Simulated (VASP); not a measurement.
# Sb (Pm-3m) in VASP: notebook, part 2 of 3

VASP 6.6.1.

### 3 Electric field gradients, PBEsol (volume scaled by 1.06)

File INCAR:

```
PREC     = Accurate       # precision mode
ENCUT    = 520            # plane-wave cutoff, eV
EDIFF    = 1E-8           # SCF threshold, eV
ISMEAR   = -1             # smearing method
SIGMA    = 0.05           # smearing width, eV
LREAL    = F              # projectors in reciprocal space
LASPH    = T              # aspherical terms in the spheres
NELM     = 60             # most SCF steps
ALGO     = Normal         # electronic algorithm
ISIF     = 2              # what is computed and relaxed
LWAVE    = F              # write WAVECAR
LCHARG   = F              # write CHGCAR
GGA      = PS             # functional
LEFG     = T            
NBANDS   = 8              # bands
```

File KPOINTS:

```
Automatic mesh
0
Gamma
  13 13 13
```

File POSCAR:

```
Sb
1.0
    3.2219765188      0.0000000000      0.0000000000
    0.0000000000      3.2219765188      0.0000000000
    0.0000000000      0.0000000000      3.2219765188
Sb
1
Direct
    0.0000000000      0.0000000000      0.0000000000
```

Potentials or basis: VASP PAW PBE potentials, release 64 (Sb).

On the command line:

```sh
> cat potpaw_PBE.64/Sb/POTCAR > POTCAR
> mpirun -np 1 vasp_std > vasp.out
```

OUTCAR:

```text
PREC = Accurate
   ENCUT = 520
   EDIFF = 1E-8
   ISMEAR = -1
   LREAL = F
   LASPH = T
   NELM = 60
   ISIF = 2
   GGA = PS

 ion  position               nearest neighbor table
   1  0.000  0.000  0.000-

  LATTYP: Found a simple cubic cell.
 ALAT       =     3.2219765188

  Lattice vectors:

 A1 = (   3.2219765188,   0.0000000000,   0.0000000000)
 A2 = (   0.0000000000,   3.2219765188,   0.0000000000)
 A3 = (   0.0000000000,   0.0000000000,   3.2219765188)

Analysis of symmetry for initial positions (statically):
=====================================================================
 Subroutine PRICEL returns:
 Original cell was already a primitive cell.

 Routine SETGRP: Setting up the symmetry group for a
 simple cubic supercell.

 Subroutine GETGRP returns: Found 48 space group operations
 (whereof 48 operations were pure point group operations)
 out of a pool of 48 trial point group operations.

The static configuration has the point symmetry O_h .

Analysis of symmetry for dynamics (positions and initial velocities):
=====================================================================
 Subroutine PRICEL returns:
 Original cell was already a primitive cell.

 Routine SETGRP: Setting up the symmetry group for a
 simple cubic supercell.

 Subroutine GETGRP returns: Found 48 space group operations
 (whereof 48 operations were pure point group operations)
 out of a pool of 48 trial point group operations.

The dynamic configuration has the point symmetry O_h .

 Subroutine INISYM returns: Found 48 space group operations
 (whereof 48 operations are pure point group operations),
 and found     1 'primitive' translations

----------------------------------------------------------------------------------------

                                     Primitive cell

  volume of cell :      33.4478

  direct lattice vectors                    reciprocal lattice vectors
     3.221976519  0.000000000  0.000000000     0.310368494  0.000000000  0.000000000
     0.000000000  3.221976519  0.000000000     0.000000000  0.310368494  0.000000000
     0.000000000  0.000000000  3.221976519     0.000000000  0.000000000  0.310368494

  length of vectors
     3.221976519  3.221976519  3.221976519     0.310368494  0.310368494  0.310368494

  position of ions in fractional coordinates (direct lattice)
     0.000000000  0.000000000  0.000000000

  ion indices of the primitive-cell ions
   primitive index   ion index
                 1           1

----------------------------------------------------------------------------------------

 KPOINTS: Automatic mesh

Automatic generation of k-mesh.
 Grid dimensions read from file:
 generate k-points for:   13   13   13

 Generating k-lattice:

  Cartesian coordinates                     Fractional coordinates (reciprocal lattice)
[... 66 lines left out ...]
   ISIF   =      2    stress and relaxation
   ISYM   =      2    0-nonsym 1-usesym 2-fastsym
   POTIM  = 0.5000    time-step for ionic-motion
   TEBEG  =    0.0;   TEEND  =   0.0 temperature during run
   PSTRESS=    0.0 pullay stress
   NELECT =       5.0000    total number of electrons
   NUPDOWN=      -1.0000    fix difference up-down
   EMIN   =  10.00;   EMAX   =-10.00  energy-range for DOS
   EFERMI =   0.00;   METHOD = LEGACY
   ISMEAR =    -1;   SIGMA  =   0.05  broadening in eV -4-tet -1-fermi 0-gaus
   EFERMI_NEDOS =   21; number of points for ismear=-14 and -15
   IALGO  =     38    algorithm
   IMIX   =      4    mixing-type and parameters
     AMIX     =   0.40;   BMIX     =  1.00
     AMIX_MAG =   1.60;   BMIX_MAG =  1.00
  volume/ion in A,a.u.               =      33.45       225.72
  Fermi-wavevector in a.u.,A,eV,Ry     =   0.868845  1.641880 10.270932  0.754892
  Thomas-Fermi vector in A             =   1.987582
   LORBIT       =      0    0 simple, 1 ext, 2 COOP (PROOUT), +10 PAW based schemes
   GGA     = PS    functional components
   LHFCALC =     F    Hartree Fock is set to
   AEXX    =    0.0000 exact exchange contribution
   IVDW    =     0    specifies the selected vdW correction
   LEPSILON=     F    determine dielectric tensor
   LRPA    =     F    only Hartree local field effects (RPA)
 non-spin polarized calculation
  energy-cutoff  :      520.00
  volume of cell :       33.45
 maximum number of plane-waves:       916
 NGX is ok and might be reduce to    24
   NGX = 11   NGY = 11   NGZ = 11

 number of electron       5.0000000 magnetization

 Free energy of the ion-electron system (eV)
  ---------------------------------------------------
  ext. energy  EPLUGINS =         0.00000000
  ---------------------------------------------------
  free energy    TOTEN  =        -4.43150007 eV

  energy without entropy =       -4.42841393  energy(sigma->0) =       -4.42995700

 E-fermi :   5.6580     XC(G=0):  -9.2801

 val. band max:        5.6106920971   @ k =   0.3846   0.3077   0.3077
 cond. band min:       5.6706107526   @ k =   0.3077   0.2308   0.1538
 fundamental gap:      0.0599186556
 Fermi energy:         5.6579652302

 k-point     1 :       0.0000    0.0000    0.0000
  band No.  band energies     occupation
      1      -5.9546      2.00000
      2       8.5938      0.00000
      3       8.5938      0.00000
      4       8.5938      0.00000
      5      12.4647      0.00000
      6      12.4647      0.00000
      7      13.0805      0.00000
      8      22.6857      0.00000
[... 243 lines left out ...]
 k-point    24 :       0.3846    0.3077    0.0000
  band No.  band energies     occupation
      1      -3.2005      2.00000
      2       2.6455      2.00000
      3       4.3174      2.00000
      4      10.5771      0.00000
      5      10.9696      0.00000
      6      15.5065      0.00000
      7      18.2035      0.00000
      8      18.5860      0.00000

 [... further k-points ...]

------------------------ aborting loop because EDIFF is reached ----------------------------------------

  FORCE on cell =-STRESS in cart. coord.  units (eV):
  Direction    XX          YY          ZZ          XY          YZ          ZX
  --------------------------------------------------------------------------------------
  -------------------------------------------------------------------------------------
  Total       -1.4344638     -1.4344638     -1.4344638     -0.0000000     -0.0000000      0.0000000
  in kB      -68.7120735    -68.7120735    -68.7120735     -0.0000000     -0.0000000      0.0000000
  external PRESSURE =     -68.7120735 kB  Pullay stress =       0.0000000 kB

 VOLUME and BASIS-vectors are now :
 -----------------------------------------------------------------------------
  energy-cutoff  :      520.00
  volume of cell :       33.45
      direct lattice vectors                 reciprocal lattice vectors
     3.221976519  0.000000000  0.000000000     0.310368494  0.000000000  0.000000000
     0.000000000  3.221976519  0.000000000     0.000000000  0.310368494  0.000000000
     0.000000000  0.000000000  3.221976519     0.000000000  0.000000000  0.310368494

 POSITION                                       TOTAL-FORCE (eV/Angst)
 -----------------------------------------------------------------------------------
      0.00000      0.00000      0.00000         0.000000      0.000000      0.000000
 -----------------------------------------------------------------------------------
    total drift:                               -0.000000      0.000000      0.000000

  FREE ENERGIE OF THE ION-ELECTRON SYSTEM (eV)
  ---------------------------------------------------
  free  energy   TOTEN  =        -4.4315000666 eV

  energy  without entropy=       -4.4284139265  energy(sigma->0) =       -4.42995700

 Electric field gradients (V/A^2)
---------------------------------------------------------------------
 ion       V_xx      V_yy      V_zz      V_xy      V_xz      V_yz
---------------------------------------------------------------------
   1       0.000     0.000     0.000    -0.000     0.000     0.000
---------------------------------------------------------------------

 Electric field gradients after diagonalization (V/A^2)
 (convention: |V_zz| > |V_xx| > |V_yy|)
----------------------------------------------------------------------
 ion       V_xx      V_yy      V_zz     asymmetry (V_yy - V_xx)/ V_zz
----------------------------------------------------------------------
   1       0.000     0.000     0.000      -0.031
----------------------------------------------------------------------

           NMR quadrupolar parameters

 Cq : quadrupolar parameter    Cq=e*Q*V_zz/h
 eta: asymmetry parameters     (V_yy - V_xx)/ V_zz
 Q  : nuclear electric quadrupole moment in mb (millibarn)
----------------------------------------------------------------------
 ion       Cq(MHz)       eta       Q (mb)
----------------------------------------------------------------------
   1       0.000      -0.031       1.000
----------------------------------------------------------------------
```

Run time: 7.2 s. Hardware: 1 thread of Intel Xeon Platinum 8488C (Sapphire Rapids), shared host; peak memory 0.14 GiB.

What came out:

| Item | Value |
| --- | --- |
| Free energy | -4.4315 eV |
| Pressure | -6.9 GPa |

Caveat: without QUAD_EFG the Cq values of the log hold for a quadrupole moment of 1 mb, not for the nuclei; the PAW data sets were made with another functional, which shifts forces and pressure a little; spin-orbit coupling is left out, which moves the levels of the heavy elements.

### 4 Electric field gradients, PBEsol (volume scaled by 1.04)

File INCAR:

```
ALGO     = Normal         # electronic algorithm
EDIFF    = 1E-8           # SCF threshold, eV
ENCUT    = 520            # plane-wave cutoff, eV
GGA      = PS             # functional
ISIF     = 2              # what is computed and relaxed
ISMEAR   = -1             # smearing method
LASPH    = T              # aspherical terms in the spheres
LCHARG   = F              # write CHGCAR
LEFG     = T            
LREAL    = F              # projectors in reciprocal space
LWAVE    = F              # write WAVECAR
NBANDS   = 8              # bands
NELM     = 80             # most SCF steps
PREC     = Accurate       # precision mode
SIGMA    = 0.05           # smearing width, eV
```

File KPOINTS:

```
k-points
0
Gamma
  13 13 13
```

File POSCAR:

```
Sb
1.0
    3.2015837161      0.0000000000      0.0000000000
    0.0000000000      3.2015837161      0.0000000000
    0.0000000000      0.0000000000      3.2015837161
Sb
1
Direct
    0.0000000000      0.0000000000      0.0000000000
```

Potentials or basis: VASP PAW PBE potentials, release 64 (Sb).

On the command line:

```sh
> cat potpaw_PBE.64/Sb/POTCAR > POTCAR
> mpirun -np 1 vasp_std > vasp.out
```

OUTCAR:

```text
EDIFF = 1E-8
   ENCUT = 520
   GGA = PS
   ISIF = 2
   ISMEAR = -1
   LASPH = T
   LREAL = F
   NELM = 80
   PREC = Accurate

 ion  position               nearest neighbor table
   1  0.000  0.000  0.000-

  LATTYP: Found a simple cubic cell.
 ALAT       =     3.2015837161

  Lattice vectors:

 A1 = (   3.2015837161,   0.0000000000,   0.0000000000)
 A2 = (   0.0000000000,   3.2015837161,   0.0000000000)
 A3 = (   0.0000000000,   0.0000000000,   3.2015837161)
[... 469 lines left out ...]
    total drift:                               -0.000000      0.000000      0.000000

  FREE ENERGIE OF THE ION-ELECTRON SYSTEM (eV)
  ---------------------------------------------------
  free  energy   TOTEN  =        -4.4574363746 eV

  energy  without entropy=       -4.4543568409  energy(sigma->0) =       -4.45589661

 Electric field gradients (V/A^2)
---------------------------------------------------------------------
 ion       V_xx      V_yy      V_zz      V_xy      V_xz      V_yz
---------------------------------------------------------------------
   1      -0.000     0.000     0.000     0.000     0.000     0.000
---------------------------------------------------------------------

 Electric field gradients after diagonalization (V/A^2)
 (convention: |V_zz| > |V_xx| > |V_yy|)
----------------------------------------------------------------------
 ion       V_xx      V_yy      V_zz     asymmetry (V_yy - V_xx)/ V_zz
----------------------------------------------------------------------
   1      -0.000     0.000     0.000       0.625
----------------------------------------------------------------------

           NMR quadrupolar parameters

 Cq : quadrupolar parameter    Cq=e*Q*V_zz/h
 eta: asymmetry parameters     (V_yy - V_xx)/ V_zz
 Q  : nuclear electric quadrupole moment in mb (millibarn)
----------------------------------------------------------------------
 ion       Cq(MHz)       eta       Q (mb)
----------------------------------------------------------------------
   1       0.000       0.625       1.000
----------------------------------------------------------------------
```

Wall time 7.4 s (1 thread of Intel Xeon Platinum 8488C (Sapphire Rapids), shared host); peak memory 0.14 GiB.

What came out:

| Quantity | Value |
| --- | --- |
| Free energy | -4.4574 eV |
| Pressure | -6.3 GPa |

Levels at points of the mesh, in eV from the Fermi level:
```tsv
k point	band 1	band 2	band 3	band 4	band 5	band 6	band 7
(0.00, 0.00, 0.00)	-11.74	2.98	2.98	2.98	6.82	6.82	7.53
```

Caveat: without QUAD_EFG the Cq values of the log hold for a quadrupole moment of 1 mb, not for the nuclei; the PAW data sets were made with another functional, which shifts forces and pressure a little; spin-orbit coupling is left out, which moves the levels of the heavy elements.

(Continued in part 3 of 3.)
